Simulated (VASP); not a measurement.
Set up this calculation in VASP 6.6.1, as the native input.

```
Task                   : single point
Functional             : PBEsol
Potentials or basis    : VASP PAW PBE potentials, release 64 (Cl)
Cutoff                 : 520 eV
k mesh                 : 1 × 1 × 1
Occupations            : fermi-dirac, width 0.05 eV
Spin                   : no spin polarisation
Dipole correction      : no
Further INCAR settings : ALGO = Normal; EDIFF = 1e-06; NBANDS = 54
```

The structure of Cl lies in POSCAR:

```
Cl
1.0
    7.3986360000      0.0000000000      0.0000000000
    0.0000000000      7.3986360000      0.0000000000
    0.0000000000      0.0000000000      7.3986360000
Cl
12
Direct
    0.0487779123      0.2516164058      0.0816891403
    0.2009329289      0.4175134450     -0.0641062488
    0.7358515756      0.9841367073      0.8264361132
    0.9075657712      0.7243596256      0.8207644742
    0.5939393641      0.0971851822      0.3413145314
    0.4115107138     -0.0354630173      0.1956385793
    0.9110079298      0.7244317240      0.4707540890
    0.9131130094      0.7286781894      0.1756797576
    0.3704503068      0.5030469124      0.4885537565
    0.4138106882      0.7373423544      0.6143760550
    0.5594819639      0.2259213686      0.8459629590
    0.7182057360      0.4668513027      0.8297903933
```

One way to write it, as run:

INCAR

```
SYSTEM = Cl
PREC = Accurate
ENCUT = 520
EDIFF = 1E-6
ISMEAR = -1
SIGMA = 0.05
LREAL = .False.
LASPH = .True.
NELM = 80
ALGO = Normal
ISIF = 2
LWAVE = .False.
LCHARG = .False.
GGA = PS
NBANDS = 54
```

KPOINTS

```
Automatic mesh
0
Gamma
  1 1 1
  0 0 0
```

Potentials or basis: VASP PAW PBE potentials, release 64 (Cl).

The run is started by

```sh
$ cat potpaw_PBE.64/Cl/POTCAR > POTCAR
$ mpirun -np 1 vasp_gam > vasp.out
```

Results of the run:

* Pressure: -0.5 GPa
* Largest force: 0.245 eV/Å
* Band gap on the k mesh: 1.74 eV

Caveat: the k points lie up to 0.85 Å⁻¹ apart; the PAW data sets were made with another functional, which shifts forces and pressure a little.

Wall time 40 s on 1 thread of Intel(R) Xeon(R) Platinum 8259CL CPU @ 2.50GHz (Skylake/Cascade Lake), on a shared host, peak memory 0.4 GiB.
